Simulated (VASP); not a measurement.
Input of a VASP 6.6.1 run:

The input INCAR:

```
SYSTEM = Sc
PREC     = Accurate       ! precision mode
ENCUT    = 520            ! plane-wave cutoff, eV
EDIFF    = 1E-7           ! SCF threshold, eV
ISMEAR   = 0              ! smearing method
SIGMA    = 0.15           ! smearing width, eV
LREAL    = .False.        ! projectors in reciprocal space
LASPH    = .True.         ! aspherical terms in the spheres
NELM     = 100            ! most SCF steps
ALGO     = Fast           ! electronic algorithm
ISIF     = 2              ! what is computed and relaxed
LWAVE    = .False.        ! write WAVECAR
LCHARG   = .False.        ! write CHGCAR
GGA      = PS             ! functional
NBANDS   = 18             ! bands
```

The input KPOINTS:

```
regular mesh
0
Gamma
  15 15 10
  0 0 0
```

The input POSCAR:

```
Sc
1.0
    3.3588000000      0.0000000000      0.0000000000
   -1.6794000000      2.9088061262      0.0000000000
    0.0000000000      0.0000000000      4.8791000000
Sc
2
Direct
    0.3333333333      0.6666666667      0.2500000000
    0.6666666667      0.3333333333      0.7500000000
```

Potentials or basis: VASP PAW PBE potentials, release 64 (Sc_sv).

Launch:

```bash
$ cat potpaw_PBE.64/Sc_sv/POTCAR > POTCAR
$ mpirun -np 1 vasp_std > vasp.out
```

Question: What does it give for the band gap on the k mesh?

Answer: Zero (band 11 reaches 5.03 eV, above the bottom of band 12 at 3.17 eV).

Question: Estimate the pressure.

Answer: -0.5 GPa.

Stress tensor (GPa, compression positive):
```
-2.20  0.00  0.00
 0.00 -2.20  0.00
 0.00  0.00  3.02
```

Caveat: the PAW data sets were made with another functional, which shifts forces and pressure a little.
